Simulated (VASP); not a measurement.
# HC7 in VASP: single point with PBE+D3(BJ)

Aim: the single point of HC7 with PBE+D3(BJ).

All numbers are computed with VASP 6.6.1; they aren't measurements. Logs are shortened: lines on timing, memory, paths and dates and some standing lists are left out, and cuts for length are marked.

## Step 1: The cell of the first run

The cell holds a slab with vacuum, 8 atoms: a = 2.465 Å, b = 2.465 Å, c = 26.849 Å, α = 90.00°, β = 90.00°, γ = 60.00°.

## Step 2: Single point, PBE+D3(BJ), collinear spin

Input file INCAR:

```
  PREC = Accurate
  ENCUT = 520
  EDIFF = 1E-7
  ISMEAR = 0
  SIGMA = 0.05
  LREAL = F
  LASPH = T
  NELM = 150
  ALGO = Normal
  ISIF = 2
  LWAVE = F
  LCHARG = T
  ISPIN = 2
  MAGMOM = 0 0 0 0 0 0 1 0
  LORBIT = 11
  LDIPOL = T
  IDIPOL = 3
  DIPOL = 0.5 0.5 0.509
  GGA = PE
  IVDW = 12
  LELF = T
  LVHAR = T
  LVACPOTAV = T
  NBANDS = 28
```

Input file KPOINTS:

```
regular mesh
0
Gamma
  12 12 1
```

Input file POSCAR:

```
HC7
1.0
    2.4649373942      0.0000000000      0.0000000000
    1.2324826688      2.1346903355      0.0000000000
    0.0000000000      0.0000000000     26.8486607930
C H
7 1
Direct
    0.1656238015      0.1656238015      0.3165893474
    0.4989565371      0.4989565371      0.3166180141
    0.4983513081      0.4983513081      0.4421018186
    0.8316785246      0.8316785246      0.4421500045
    0.8318865624      0.8318865624      0.5683279191
    0.1652273731      0.1652273731      0.5683976565
    0.1628199164      0.1628199164      0.6879203585
    0.1628353642      0.1628353642      0.7297164292
```

Potentials or basis: VASP PAW PBE potentials, release 64 (C, H).

The run is started by

```sh
> cat potpaw_PBE.64/C/POTCAR potpaw_PBE.64/H/POTCAR > POTCAR
> mpirun -np 1 vasp_std > vasp.out
```

OUTCAR:

```text
PREC = Accurate
   ENCUT = 520
   EDIFF = 1E-7
   ISMEAR = 0
   LREAL = F
   LASPH = T
   NELM = 150
   ISIF = 2
   ISPIN = 2
   LORBIT = 11
   GGA = PE
   IVDW = 12
 IVDW          = 12

 ion  position               nearest neighbor table
   1  0.166  0.166  0.317-   2 1.42   2 1.42   2 1.42
   2  0.499  0.499  0.317-   1 1.42   1 1.42   1 1.42
   3  0.498  0.498  0.442-   4 1.42   4 1.42   4 1.42
   4  0.832  0.832  0.442-   3 1.42   3 1.42   3 1.42
   5  0.832  0.832  0.568-   6 1.42   6 1.42   6 1.42
   6  0.165  0.165  0.568-   5 1.42   5 1.42   5 1.42
   7  0.163  0.163  0.688-   8 1.12
   8  0.163  0.163  0.730-   7 1.12

  LATTYP: Found a hexagonal cell.
 ALAT       =     2.4649373942
 C/A-ratio  =    10.8922282797

  Lattice vectors:

 A1 = (  -1.2324826688,  -2.1346903355,   0.0000000000)
 A2 = (   2.4649373942,   0.0000000000,   0.0000000000)
 A3 = (   0.0000000000,   0.0000000000,  26.8486607930)

Analysis of symmetry for initial positions (statically):
=====================================================================
 Subroutine PRICEL returns:
 Original cell was already a primitive cell.

 Routine SETGRP: Setting up the symmetry group for a
 hexagonal supercell.

 Subroutine GETGRP returns: Found  2 space group operations
 (whereof  2 operations were pure point group operations)
 out of a pool of 24 trial point group operations.

The static configuration has the point symmetry C_1h.

Analysis of symmetry for dynamics (positions and initial velocities):
=====================================================================
 Subroutine PRICEL returns:
 Original cell was already a primitive cell.

 Routine SETGRP: Setting up the symmetry group for a
 hexagonal supercell.

 Subroutine GETGRP returns: Found  2 space group operations
 (whereof  2 operations were pure point group operations)
 out of a pool of 24 trial point group operations.

The dynamic configuration has the point symmetry C_1h.

Analysis of structural, dynamic, and magnetic symmetry:
=====================================================================
 Subroutine PRICEL returns:
 Original cell was already a primitive cell.

 Routine SETGRP: Setting up the symmetry group for a
 hexagonal supercell.

 Subroutine GETGRP returns: Found  2 space group operations
 (whereof  2 operations were pure point group operations)
[... 162 lines left out ...]
  ext. energy  EPLUGINS =         0.00000000
  ---------------------------------------------------
  free energy    TOTEN  =       -63.54207730 eV

  energy without entropy =      -63.53976333  energy(sigma->0) =      -63.54092031

 E-fermi :  -0.4925     XC(G=0):  -5.4135

 val. band max:       -0.4954166505   @ k =   0.3333   0.0000   0.0000
 cond. band min:      -0.4704241518   @ k =  -0.3333   0.3333   0.0000
 fundamental gap:      0.0249924987
 Fermi energy:        -0.4925039542

 spin component 1

 k-point     1 :       0.0000    0.0000    0.0000
  band No.  band energies     occupation
      1     -20.0179      1.00000
      2     -19.8179      1.00000
      3     -18.9746      1.00000
      4     -13.4970      1.00000
      5      -8.5269      1.00000
      6      -7.6917      1.00000
[... 685 lines left out ...]
     25       8.8342      0.00000
     26       9.2162      0.00000

 [... further k-points ...]

 spin component 2

 k-point     1 :       0.0000    0.0000    0.0000
  band No.  band energies     occupation
      1     -20.0178      1.00000
      2     -19.8179      1.00000
      3     -18.9746      1.00000
      4     -13.4973      1.00000
      5      -8.5268      1.00000
      6      -7.6916      1.00000
[... 685 lines left out ...]
     25       8.8331      0.00000
     26       9.1964      0.00000

 [... further k-points ...]

 [bands above 26 left out]

------------------------ aborting loop because EDIFF is reached ----------------------------------------

 Edisp (eV)   -1.01975

 E8    (eV) :    -0.2926

  FORCE on cell =-STRESS in cart. coord.  units (eV):
  Direction    XX          YY          ZZ          XY          YZ          ZX
  --------------------------------------------------------------------------------------
  -------------------------------------------------------------------------------------
  Total      -2.65567    -2.65744     0.01101     0.00153    -0.00055    -0.00096
  in kB     -30.11769   -30.13768     0.12487     0.01731    -0.00626    -0.01085
  external pressure =      -20.04 kB  Pullay stress =        0.00 kB

 VOLUME and BASIS-vectors are now :
 -----------------------------------------------------------------------------
  energy-cutoff  :      520.00
  volume of cell :      141.27
      direct lattice vectors                 reciprocal lattice vectors
     2.464937394  0.000000000  0.000000000     0.405689817 -0.234228665  0.000000000
     1.232482669  2.134690336  0.000000000     0.000000000  0.468452020  0.000000000
     0.000000000  0.000000000 26.848660793     0.000000000  0.000000000  0.037245806

 POSITION                                       TOTAL-FORCE (eV/Angst)
 -----------------------------------------------------------------------------------
      0.61238      0.35356      8.50000         0.000208      0.000120     -0.002774
      1.84485      1.06512      8.50077        -0.000170     -0.000098      0.000801
      1.84261      1.06383     11.86984        -0.000966     -0.000558     -0.001752
      3.07506      1.77538     11.87114         0.000897      0.000518      0.003123
      3.07583      1.77582     15.25884         0.000242      0.000139      0.002015
      0.61092      0.35271     15.26072        -0.000069     -0.000040     -0.001607
      0.60201      0.34757     18.46974         0.000080      0.000046     -0.046488
      0.60207      0.34760     19.59191        -0.000222     -0.000128      0.046682
 -----------------------------------------------------------------------------------
    total drift:                               -0.000491     -0.000283     -0.000452

  FREE ENERGIE OF THE ION-ELECTRON SYSTEM (eV)
  ---------------------------------------------------
  free  energy   TOTEN  =       -64.5618261894 eV

  energy  without entropy=      -64.5595122222  energy(sigma->0) =      -64.56066921

 vacuum level on the upper side and lower side of the slab         3.643         3.806

 total charge

# of ion       s       p       d       tot
------------------------------------------
    1        0.863   1.787   0.000   2.651
    2        0.863   1.788   0.000   2.651
    3        0.863   1.788   0.000   2.651
    4        0.864   1.785   0.000   2.649
    5        0.864   1.784   0.000   2.648
    6        0.864   1.783   0.000   2.647
    7        0.974   1.131   0.000   2.105
    8        0.639   0.043   0.000   0.683
--------------------------------------------------
tot          6.796  11.889   0.000  18.685

 magnetization (x)

# of ion       s       p       d       tot
------------------------------------------
    1        0.000   0.000   0.000   0.000
    2       -0.000  -0.000   0.000  -0.000
    3       -0.000  -0.000   0.000  -0.000
    4        0.000   0.000   0.000   0.000
    5       -0.000  -0.000   0.000  -0.000
    6       -0.000  -0.000   0.000  -0.000
    7       -0.000  -0.000   0.000  -0.000
    8        0.000  -0.000   0.000   0.000
--------------------------------------------------
tot         -0.000  -0.000   0.000  -0.000
```

Wall time 15 min (1 thread of Intel Xeon Platinum 8259CL at 2.50GHz (Skylake/Cascade Lake), shared host); peak memory 0.44 GiB.

What came out:

```yaml
Free_energy: -64.5618 eV
Largest_force: 0.047 eV/Å
Net_moment: 0.00 μB per cell
Valence_electrons_inside_the_program's_atomic_spheres: C 2.65, 2.10; H 0.68
Dispersion_energy_per_atom: -0.127 eV
```

Forces on the atoms (eV/Å):
```
C    0.000  0.000 -0.003
C    0.000  0.000  0.001
C   -0.001 -0.001 -0.002
C    0.001  0.001  0.003
C    0.000  0.000  0.002
C    0.000  0.000 -0.002
C    0.000  0.000 -0.046
H    0.000  0.000  0.047
```
